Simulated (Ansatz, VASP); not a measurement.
# Ru in VASP and in Ansatz

```
Ru
1.0
     2.70629    0.00000    0.00000
    -1.35314    2.34372    0.00000
     0.00000    0.00000    8.71353
Ru
4
Direct
  0.00000 0.00000 0.00000
  0.33333 0.66667 0.25000
  0.00000 0.00000 0.50000
  0.66667 0.33333 0.75000
```

Alike in both runs: functional PBE; k mesh 18 × 18 × 6; occupations gaussian, width 0.1 eV; no spin polarisation.

Ansatz relaxed the structure, and its values are those at the end. VASP's run is a single point on that final structure, the one shown.

```csv
,VASP,Ansatz
version,VASP 6.6.1,Ansatz 0.2.0
potentials or method,"VASP PAW PBE potentials, release 64 (Ru_pv), cutoff 520 eV","scalar-relativistic, plane waves, PAW"
valence electrons in the cell,56,64
```

|  | VASP | Ansatz | Ansatz less VASP |
| --- | --- | --- | --- |
| gap on the k mesh at the Fermi level (eV) | none | none | - |
| pressure (GPa) | -0.1 | 0.0 | +0.11 |

A gap of «none» marks a metal or a gap that the smearing closes. The functional is the same, so the differences come from potentials, cutoffs and numerics. VASP's potentials hold 56 valence electrons a cell and Ansatz's 64, so a difference there can come from the potentials and not from the codes.
